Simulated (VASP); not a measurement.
Wanted: the native input for a VASP 6.6.1 run.

| Item | Value |
| --- | --- |
| Task | relaxation of cell and atoms |
| Functional | PBEsol |
| Potentials or basis | VASP PAW PBE potentials, release 64 (Hg, Te) |
| Cutoff | 600 eV |
| k mesh | 7 × 7 × 7 |
| Occupations | fermi-dirac, width 0.05 eV |
| Spin | no spin polarisation |
| Target pressure | 20 GPa |
| Dipole correction | no |
| Further INCAR settings | ALGO = Normal; EDIFF = 1e-06; IBRION = 2; EDIFFG = -0.02; NSW = 80; ISIF = 3 |

The structure of HgTe (Coloradoite) lies in POSCAR:

```
HgTe
1.0
    0.0000000000      3.2145000000      3.2145000000
    3.2145000000      0.0000000000      3.2145000000
    3.2145000000      3.2145000000      0.0000000000
Hg Te
1 1
Direct
    0.0000000000      0.0000000000      0.0000000000
    0.7500000000      0.7500000000      0.7500000000
```

These files were run (other wordings do the same):

INCAR

```
SYSTEM = HgTe
PREC = Accurate
ENCUT = 600
EDIFF = 1E-6
ISMEAR = -1
SIGMA = 0.05
LREAL = .FALSE.
LASPH = .TRUE.
NELM = 80
ALGO = Normal
ISIF = 3
LWAVE = .FALSE.
LCHARG = .FALSE.
GGA = PS
IBRION = 2
NSW = 80
EDIFFG = -0.02
PSTRESS = 200.0
```

KPOINTS

```
Automatic mesh
0
G
  7 7 7
  0 0 0
```

Potentials or basis: VASP PAW PBE potentials, release 64 (Hg, Te).

Run with:

```sh
$ cat potpaw_PBE.64/Hg/POTCAR potpaw_PBE.64/Te/POTCAR > POTCAR
$ mpirun -np 1 vasp_std > vasp.out
```

It gave:

```
Relaxed volume                                         : 26.95 Å³/atom
Relaxed cell                                           : a = 4.240 Å, b = 4.240 Å, c = 4.240 Å, α = 60.00°, β = 60.00°, γ = 60.00°
Space group after relaxing (to 0.05 Å)                 : F-43m (No. 216)
Energy change on relaxing (the enthalpy is what falls) : +363.3 meV/atom
Ionic steps                                            : 5
Pressure after relaxing                                : 20.0 GPa
Band gap on the k mesh                                 : zero (filled and empty bands touch)
```

Caveat: the cell is relaxed towards a set pressure, so the enthalpy falls and the energy may rise; the volume moved by over 15 % at a fixed basis, so the end points are rough; the PAW data sets were made with another functional, which shifts forces and pressure a little; spin-orbit coupling is left out, which moves the levels of the heavy elements.

It took 82 s on 1 thread of Intel Xeon 6455B (shared host), peak memory 0.23 GiB.
